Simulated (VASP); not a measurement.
SrO (zincblende type):

```
CELL_PARAMETERS angstrom
0.00000 2.80659 2.80659
2.80659 0.00000 2.80659
2.80659 2.80659 0.00000
ATOMIC_POSITIONS crystal
Sr 0.00000 0.00000 0.00000
O 0.25000 0.25000 0.25000
```

Base run:

```yaml
Program: VASP 6.6.1
Functional: LDA
Potentials_or_basis: VASP PAW LDA potentials, release 64 (Sr_sv, O)
Cutoff: 520 eV
k_mesh: 11 × 11 × 11
Occupations: fermi-dirac, width 0.03 eV
Spin: no spin polarisation
```

Its results: band gap on the k mesh 2.29 eV, indirect (least direct gap 3.11 eV); pressure -4.1 GPa.

Q: The run is repeated on the same cell with these changes: functional from LDA to r2SCAN; potentials or basis from VASP PAW LDA potentials, release 64 (Sr_sv, O) to VASP PAW PBE potentials, release 64 (Sr_sv, O). What comes out?

A: Band gap on the k mesh 2.88 eV, indirect (least direct gap 3.68 eV); pressure -0.5 GPa.

Caveats: the PAW data sets were made with another functional, which shifts forces and pressure a little (some runs).

A k mesh can miss the band edges.
